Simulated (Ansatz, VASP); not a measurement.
**Al4Ru5: VASP beside Ansatz**

File INCAR:

```
PREC     = Accurate       # precision mode
ENCUT    = 520            # plane-wave cutoff, eV
EDIFF    = 1E-6           # SCF threshold, eV
ISMEAR   = 0              # smearing method
SIGMA    = 0.1            # smearing width, eV
LREAL    = F              # projectors in reciprocal space
LASPH    = T              # aspherical terms in the spheres
NELM     = 80             # most SCF steps
ALGO     = Fast           # electronic algorithm
ISIF     = 2              # what is computed and relaxed
LWAVE    = F              # write WAVECAR
LCHARG   = F              # write CHGCAR
LDIPOL   = T            
IDIPOL   = 3            
DIPOL    = 0.5 0.5 0.498
GGA      = PS             # functional
NBANDS   = 51             # bands
```

KPOINTS

```
regular mesh
0
Gamma
  17 17 1
```

The input POSCAR:

```
Al4Ru5
1.0
    2.9916000000      0.0000000000      0.0000000000
    0.0000000000      2.9916000000      0.0000000000
    0.0000000000      0.0000000000     31.9663998047
Ru Al
5 4
Direct
    0.5000000000      0.5000000000      0.3128284718
    0.5000000000      0.5000000000      0.4064142359
    0.5000000000      0.5000000000      0.4986147004
    0.5000000000      0.5000000000      0.5907905664
    0.5000000000      0.5000000000      0.6793567118
    0.0000000000      0.0000000000      0.3596213492
    0.0000000000      0.0000000000      0.4532071133
    0.0000000000      0.0000000000      0.5438590874
    0.0000000000      0.0000000000      0.6361639955
```

Input for Ansatz:

```yaml
crystal:
  lattice:
    - [2.9916, 0.0, 0.0]
    - [0.0, 2.9916, 0.0]
    - [0.0, 0.0, 31.9663998047]
  atoms:
    - { symbol: Ru, position: [0.5, 0.5, 0.3128284718] }
    - { symbol: Al, position: [0.0, 0.0, 0.3596213492] }
    - { symbol: Ru, position: [0.5, 0.5, 0.4064142359] }
    - { symbol: Al, position: [0.0, 0.0, 0.4532071133] }
    - { symbol: Ru, position: [0.5, 0.5, 0.4986147004] }
    - { symbol: Al, position: [0.0, 0.0, 0.5438590874] }
    - { symbol: Ru, position: [0.5, 0.5, 0.5907905664] }
    - { symbol: Al, position: [0.0, 0.0, 0.6361639955] }
    - { symbol: Ru, position: [0.5, 0.5, 0.6793567118] }
basis:
  ecutwfc: 420
  fft_grid_basis: typed
kpoints:
  mp_grid: { grid: [17, 17, 1] }
hamiltonian:
  xc: pbesol
scf:
  occupations: { method: gaussian, width: 0.1 }
output:
  forces: true
  eigenvalues: true
  band_densities:
    - { e_range: [-2.0, -1.0] }
    - { e_range: [-1.0, -0.5] }
    - { e_range: [-0.5, -0.25] }
    - { e_range: [-0.25, 0.0] }
    - { e_range: [0.0, 0.25] }
    - { e_range: [0.25, 0.5] }
    - { e_range: [0.5, 1.0] }
    - { e_range: [1.0, 1.5] }
  band_residual_tolerance: 1.0e-05
  write_potential: true
  elf: true
  write_density: true
  volumetric_format: npy
efield:
  axis: 3
  dipole_correction: true
  ramp_width: 0.04
checkpoint:
  read: start.run
  write: ck
  compress: false
  write_wavefunctions: false
  write_every: 100000
```

Alike in both runs: task single point; functional PBEsol; k mesh 17 × 17 × 1; occupations gaussian, width 0.1 eV; no spin polarisation.

```csv
,VASP,Ansatz
version,VASP 6.6.1,Ansatz 0.2.0
potentials or method,"VASP PAW PBE potentials, release 64 (Ru_pv, Al), cutoff 520 eV","scalar-relativistic, plane waves, PAW"
valence electrons in the cell,82,92
```

Ansatz gave:

- gap on the k mesh at the Fermi level (eV): none
- rms of the force components (eV/Å): 0.199

Q: Estimate VASP's values.

A: gap on the k mesh at the Fermi level (eV): none; rms of the force components (eV/Å): 0.198.

VASP's potentials were made for PBE, not for PBEsol. A gap of «none» marks a metal or a gap that the smearing closes. The functional is the same, so the differences come from potentials, cutoffs and numerics. VASP's potentials hold 82 valence electrons a cell and Ansatz's 92, so a difference there can come from the potentials and not from the codes. Ansatz's warnings: published levels not confirmed, xc potential rough in thin density.
